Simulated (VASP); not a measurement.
# Hf3SnS8 (P-3m1) in VASP: further runs, part 2 of 2

VASP 6.6.1. Earlier steps stand in the parts before.

**3. Single point, PBE**

Input file INCAR:

```
PREC = Accurate
ENCUT = 520
EDIFF = 1E-6
ISMEAR = 0
SIGMA = 0.02
LREAL = F
LASPH = T
NELM = 60
ALGO = Normal
ISIF = 2
LWAVE = F
LCHARG = F
GGA = PE
NBANDS = 58
```

Input file KPOINTS:

```
regular mesh
0
Gamma
  12 12 1
```

Input file POSCAR:

```
Hf3SnS8
1.0
    3.6639390562      0.0000000000      0.0000000000
   -1.8319695281      3.1730643006      0.0000000000
    0.0000000000      0.0000000000     27.4723053071
Hf Sn S
3 1 8
Direct
    0.0000000000      0.0000000000      0.2516916870
    0.0000000000      0.0000000000      0.5000000000
    0.0000000000      0.0000000000      0.7483083130
    0.0000000000      0.0000000000      0.0000000000
    0.3333333333      0.6666666667      0.0542802071
    0.3333333333      0.6666666667      0.3041406436
    0.3333333333      0.6666666667      0.5524494808
    0.3333333333      0.6666666667      0.8007598334
    0.6666666667      0.3333333333      0.1992401666
    0.6666666667      0.3333333333      0.4475505192
    0.6666666667      0.3333333333      0.6958593564
    0.6666666667      0.3333333333      0.9457197929
```

Potentials or basis: VASP PAW PBE potentials, release 64 (Hf_pv, Sn_d, S).

Started as:

```bash
$ cat potpaw_PBE.64/Hf_pv/POTCAR potpaw_PBE.64/Sn_d/POTCAR potpaw_PBE.64/S/POTCAR > POTCAR
$ mpirun -np 1 vasp_std > vasp.out
```

OUTCAR:

```text
PREC = Accurate
   ENCUT = 520
   EDIFF = 1E-6
   ISMEAR = 0
   LREAL = F
   LASPH = T
   NELM = 60
   ISIF = 2
   GGA = PE

 ion  position               nearest neighbor table
   1  0.000  0.000  0.252-   6 2.56   6 2.56   6 2.56   9 2.56   9 2.56   9 2.56
   2  0.000  0.000  0.500-   7 2.56  10 2.56  10 2.56   7 2.56  10 2.56   7 2.56
   3  0.000  0.000  0.748-  11 2.56  11 2.56  11 2.56   8 2.56   8 2.56   8 2.56
   4  0.000  0.000  0.000-   5 2.59  12 2.59  12 2.59   5 2.59  12 2.59   5 2.59
   5  0.333  0.667  0.054-   4 2.59   4 2.59   4 2.59
   6  0.333  0.667  0.304-   1 2.56   1 2.56   1 2.56
   7  0.333  0.667  0.552-   2 2.56   2 2.56   2 2.56
   8  0.333  0.667  0.801-   3 2.56   3 2.56   3 2.56
   9  0.667  0.333  0.199-   1 2.56   1 2.56   1 2.56
  10  0.667  0.333  0.448-   2 2.56   2 2.56   2 2.56
  11  0.667  0.333  0.696-   3 2.56   3 2.56   3 2.56
  12  0.667  0.333  0.946-   4 2.59   4 2.59   4 2.59

  LATTYP: Found a hexagonal cell.
 ALAT       =     3.6639390562
 C/A-ratio  =     7.4980246357

  Lattice vectors:

 A1 = (   3.6639390562,   0.0000000000,   0.0000000000)
 A2 = (  -1.8319695281,   3.1730643006,   0.0000000000)
 A3 = (   0.0000000000,   0.0000000000,  27.4723053071)

Analysis of symmetry for initial positions (statically):
=====================================================================
 Subroutine PRICEL returns:
 Original cell was already a primitive cell.

 Routine SETGRP: Setting up the symmetry group for a
 hexagonal supercell.

 Subroutine GETGRP returns: Found 12 space group operations
 (whereof 12 operations were pure point group operations)
 out of a pool of 24 trial point group operations.

The static configuration has the point symmetry D_3d.

Analysis of symmetry for dynamics (positions and initial velocities):
=====================================================================
 Subroutine PRICEL returns:
[... 153 lines left out ...]
   LRPA    =     F    only Hartree local field effects (RPA)
 non-spin polarized calculation
 Gauss-broadening in eV      SIGMA  =   0.02
  energy-cutoff  :      520.00
  volume of cell :      319.39
 maximum number of plane-waves:      8650
 NGX is ok and might be reduce to    28
   NGX = 13   NGY = 13   NGZ =103

 number of electron      92.0000006 magnetization

 Free energy of the ion-electron system (eV)
  ---------------------------------------------------
  ext. energy  EPLUGINS =         0.00000000
  ---------------------------------------------------
  free energy    TOTEN  =       -82.00761264 eV

  energy without entropy =      -82.00761264  energy(sigma->0) =      -82.00761264

 E-fermi :   2.1570     XC(G=0):  -8.5935

 val. band max:        1.9918300900   @ k =   0.0000   0.0000   0.0000
 cond. band min:       3.2145786074   @ k =   0.5000  -0.0000   0.0000
 fundamental gap:      1.2227485174
 Fermi energy:         2.1569657786

 k-point     1 :       0.0000    0.0000    0.0000
  band No.  band energies     occupation
      1     -28.6932      2.00000
      2     -28.6932      2.00000
      3     -28.6923      2.00000
      4     -28.5854      2.00000
      5     -28.5854      2.00000
      6     -28.5854      2.00000
[... 1148 lines left out ...]
     57       7.6413      0.00000
     58       7.6459      0.00000

------------------------ aborting loop because EDIFF is reached ----------------------------------------

  FORCE on cell =-STRESS in cart. coord.  units (eV):
  Direction    XX          YY          ZZ          XY          YZ          ZX
  --------------------------------------------------------------------------------------
  -------------------------------------------------------------------------------------
  Total       -0.8510459     -0.8510459     -0.6340069      0.0000000      0.0000000     -0.0000000
  in kB       -4.2691496     -4.2691496     -3.1804046      0.0000000      0.0000000     -0.0000000
  external PRESSURE =      -3.9062346 kB  Pullay stress =       0.0000000 kB

 VOLUME and BASIS-vectors are now :
 -----------------------------------------------------------------------------
  energy-cutoff  :      520.00
  volume of cell :      319.39
      direct lattice vectors                 reciprocal lattice vectors
     3.663939056  0.000000000  0.000000000     0.272930304  0.157576384  0.000000000
    -1.831969528  3.173064301  0.000000000     0.000000000  0.315152769  0.000000000
     0.000000000  0.000000000 27.472305307     0.000000000  0.000000000  0.036400294

 POSITION                                       TOTAL-FORCE (eV/Angst)
 -----------------------------------------------------------------------------------
      0.00000      0.00000      6.91455        -0.000000      0.000000      0.000065
      0.00000      0.00000     13.73615        -0.000000      0.000000     -0.000000
      0.00000      0.00000     20.55775        -0.000000      0.000000     -0.000065
      0.00000      0.00000      0.00000        -0.000000      0.000000     -0.000000
     -0.00000      2.11538      1.49120         0.000000      0.000000     -0.004337
     -0.00000      2.11538      8.35544        -0.000000      0.000000     -0.065299
     -0.00000      2.11538     15.17706         0.000000     -0.000000     -0.065079
     -0.00000      2.11538     21.99872        -0.000000      0.000000     -0.065210
      1.83197      1.05769      5.47359         0.000000     -0.000000      0.065210
      1.83197      1.05769     12.29524        -0.000000      0.000000      0.065079
      1.83197      1.05769     19.11686         0.000000     -0.000000      0.065299
      1.83197      1.05769     25.98110        -0.000000     -0.000000      0.004337
 -----------------------------------------------------------------------------------
    total drift:                                0.000000      0.000000      0.000000

  FREE ENERGIE OF THE ION-ELECTRON SYSTEM (eV)
  ---------------------------------------------------
  free  energy   TOTEN  =       -82.0076126413 eV

  energy  without entropy=      -82.0076126413  energy(sigma->0) =      -82.00761264
```

OSZICAR:

```text
N       E                     dE             d eps       ncg     rms          rms(c)
DAV:   1     0.717671648984E+03    0.71767E+03   -0.42485E+04  2244   0.151E+03
[... 10 lines left out ...]
DAV:  12    -0.820077290501E+02   -0.45139E-05   -0.10912E-03  2704   0.120E-01    0.292E-01
DAV:  13    -0.820076786851E+02    0.50365E-04   -0.21785E-04  2712   0.491E-02    0.940E-02
DAV:  14    -0.820076321748E+02    0.46510E-04   -0.72173E-05  2904   0.484E-02    0.235E-02
DAV:  15    -0.820076312594E+02    0.91536E-06   -0.27492E-05  2288   0.148E-02    0.169E-02
DAV:  16    -0.820076270268E+02    0.42326E-05   -0.17090E-06  2040   0.640E-03    0.126E-02
DAV:  17    -0.820076138015E+02    0.13225E-04   -0.18218E-05  2640   0.232E-02    0.598E-03
DAV:  18    -0.820076126147E+02    0.11868E-05   -0.83882E-06  2304   0.974E-03    0.791E-03
DAV:  19    -0.820076126413E+02   -0.26516E-07   -0.16156E-06  1656   0.369E-03
   1 F= -.82007613E+02 E0= -.82007613E+02  d E =-.387956E-33
```

stdout:

```text
POSCAR found type information on POSCAR HfSnS
 POSCAR found :  3 types and      12 ions
 scaLAPACK will be used
 LDA part: xc-table for (Slater+PW92), standard interpolation
 POSCAR, INCAR and KPOINTS ok, starting setup
 FFT: planning ... GRIDC
 FFT: planning ... GRID_SOFT
 FFT: planning ... GRID
 WAVECAR not read
 entering main loop
```

Run time: 14 min. Hardware: 1 thread of Oxide Virtual Turin-like, shared host; peak memory 0.57 GiB.

Results:

| Item | Value |
| --- | --- |
| Free energy | -82.0076 eV |
| Pressure | -0.4 GPa |
| Largest force | 0.065 eV/Å |
| Band gap on the k mesh | 1.22 eV (least direct gap 1.79 eV) |

Forces in eV/Å, atoms in the order of the input:
```
Hf   0.000  0.000  0.000
Hf   0.000  0.000  0.000
Hf   0.000  0.000  0.000
Sn   0.000  0.000  0.000
S    0.000  0.000 -0.004
S    0.000  0.000 -0.065
S    0.000  0.000 -0.065
S    0.000  0.000 -0.065
S    0.000  0.000  0.065
S    0.000  0.000  0.065
S    0.000  0.000  0.065
S    0.000  0.000  0.004
```

Levels at points of the mesh, in eV from the valence-band top:
| k point | band 42 | band 43 | band 44 | band 45 | band 46 | band 47 | band 48 | band 49 | band 50 | band 51 |
| --- | --- | --- | --- | --- | --- | --- | --- | --- | --- | --- |
| (0.00, 0.00, 0.00) | -0.01 | -0.01 | -0.01 | 0.00 | 0.00 | 2.09 | 2.09 | 2.09 | 2.09 | 2.09 |
| (0.50, 0.00, 0.00) | -1.06 | -1.05 | -1.03 | -0.84 | -0.57 | 1.22 | 1.34 | 1.35 | 1.40 | 4.06 |

Caveat: spin-orbit coupling is left out, which moves the levels of the heavy elements; this functional lacks dispersion, which binds layers or chains, so the pressure and a relaxed spacing across them are unreliable. A k mesh can miss the band edges.
